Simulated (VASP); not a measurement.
Sc2Al: single point with PBEsol

Sc2Al:

```
Sc Al
1.0
     4.89261    0.00000    0.00000
    -2.44631    4.23713    0.00000
     0.00000    0.00000    6.16142
Sc Al
4 2
Direct
  0.00000 0.00000 0.00000
  0.00000 0.00000 0.50000
  0.33333 0.66667 0.75000
  0.66667 0.33333 0.25000
  0.33333 0.66667 0.25000
  0.66667 0.33333 0.75000
```

```json
{
  "Program": "VASP 6.6.1",
  "Task": "single point",
  "Functional": "PBEsol",
  "Potentials or basis": "VASP PAW PBE potentials, release 64 (Sc_sv, Al)",
  "Cutoff": "520 eV",
  "k mesh": "12 × 12 × 6",
  "Occupations": "gaussian, width 0.1 eV",
  "Spin": "no spin polarisation",
  "Dipole correction": "no",
  "Further INCAR settings": "ALGO = Fast; EDIFF = 1e-06; NBANDS = 34"
}
```

```yaml
Pressure: -2.0 GPa
Band_gap_on_the_k_mesh: zero (bands 25 and 26 overlap by 0.72 eV)
```

Stress tensor (GPa, compression positive):
```
-1.90  0.00  0.00
 0.00 -1.90  0.00
 0.00  0.00 -2.13
```

Levels at points of the mesh, in eV from the Fermi level:
```tsv
k point	band 23	band 24	band 25	band 26	band 27	band 28
(0.00, 0.00, 0.00)	-0.66	-0.66	-0.38	-0.38	-0.06	-0.06
(0.50, 0.00, 0.00)	-1.06	-0.85	-0.66	0.22	0.37	0.83
(0.00, 0.00, 0.50)	-1.06	-1.06	0.09	0.09	0.09	0.09
(0.50, 0.00, 0.50)	-0.87	-0.87	0.18	0.18	0.50	0.50
```

It took 7.5 min on 1 thread of Intel(R) Xeon(R) Platinum 8259CL CPU @ 2.50GHz (Skylake/Cascade Lake) (shared host), peak memory 0.41 GiB.

Caveat: the PAW data sets were made with another functional, which shifts forces and pressure a little.
